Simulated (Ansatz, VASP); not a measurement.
**Two plane-wave programs on Ni**

```
Ni
1.0
     0.00000    1.76196    1.76196
     1.76196    0.00000    1.76196
     1.76196    1.76196    0.00000
Ni
1
Cartesian
  0.0000 0.0000 0.0000
```

Alike in both runs: task relaxation of cell and atoms; functional LDA; k mesh 18 × 18 × 18; occupations fermi-dirac, width 0.08 eV; collinear spin.

```csv
,VASP,Ansatz
version,VASP 6.6.1,Ansatz 0.2.0
potentials or method,"VASP PAW LDA potentials, release 64 (Ni)","PAW with Ansatz's default frozen-core files, scalar-relativistic"
plane-wave cutoff (eV),600,420
valence electrons in the cell,10,18
```

|  | VASP | Ansatz | Ansatz less VASP |
| --- | --- | --- | --- |
| net moment per atom (μB) | 0.58 | 0.60 | +0.016 |
| size of the moment on the site where the two differ most (μB) | 0.58 | 0.62 | +0.041 |
| relaxed volume (Å³/atom) | 10.03 | 10.04 | +0.011 |
| relaxed length of the cell vector where the two differ most in proportion (Å) | 2.421 | 2.422 | +0.0009 |

LDA's correlation is that of Perdew and Zunger in VASP and of Perdew and Wang (1992) in Ansatz. Site moments also hang on the region over which each program counts them. VASP's potentials hold 10 valence electrons a cell and Ansatz's 18, so a difference there can come from the potentials and not from the codes.
